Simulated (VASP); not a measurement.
NaCl, 2 atoms in the cell. Symmetry: Pm-3m, No. 221, cubic system. Conventional cell: a = 3.502 Å, b = 3.502 Å, c = 3.502 Å, α = 90.00°, β = 90.00°, γ = 90.00°. Within 4.0 Å of Cl (site symmetry m-3m) lie 8 Na at 3.03 Å and 6 Cl at 3.50 Å. Na (site symmetry m-3m) has 8 Cl at 3.03 Å and 6 Na at 3.50 Å within 4.0 Å. 

| Property | Result |
| --- | --- |
| Program | VASP 6.6.1 |
| Task | single point |
| Functional | PBE |
| Potentials or basis | VASP PAW PBE potentials, release 64 (Cl, Na_pv) |
| Cutoff | 500 eV |
| k mesh | 8 × 8 × 8 |
| Occupations | gaussian, width 0.026 eV |
| Spin | no spin polarisation |
| Dipole correction | no |
| Further INCAR settings | ALGO = Normal; EDIFF = 1e-06; NBANDS = 14 |

Potentials or basis: VASP PAW PBE potentials, release 64 (Cl, Na_pv).

Launch:

```bash
$ cat potpaw_PBE.64/Cl/POTCAR potpaw_PBE.64/Na_pv/POTCAR > POTCAR
$ mpirun -np 1 vasp_std > vasp.out
```

Hardware: 1 thread of Intel Xeon 8259CL, with other jobs on the host.

**Question.** Estimate the wall time of this run.

**Answer.** It took 28 s on 1 thread of Intel Xeon 8259CL, with other jobs on the host, peak memory 0.16 GiB. Counts: scf iterations 12, k points 35.
